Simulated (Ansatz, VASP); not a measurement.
Two plane-wave programs on Tl

```
Tl
1.0
     0.00000    2.46634    2.46634
     2.46634    0.00000    2.46634
     2.46634    2.46634    0.00000
Tl
1
Direct
  0.00000 0.00000 0.00000
```

Alike in both runs: task single point; functional PBE; dispersion D3(BJ); k mesh 14 × 14 × 14; occupations gaussian, width 0.1 eV; no spin polarisation.

|  | VASP | Ansatz |
| --- | --- | --- |
| version | VASP 6.6.1 | Ansatz 0.2.0 |
| potentials or method | VASP PAW PBE potentials, release 64 (Tl_d), cutoff 520 eV | scalar-relativistic, plane waves, PAW |
| valence electrons in the cell | 13 | 13 |

|  | VASP | Ansatz | Ansatz less VASP |
| --- | --- | --- | --- |
| gap on the k mesh at the Fermi level (eV) | none | none | - |
| pressure (GPa) | -0.7 | -0.7 | +0.05 |

A gap of «none» marks a metal or a gap that the smearing closes.

Spin-orbit coupling is off throughout.
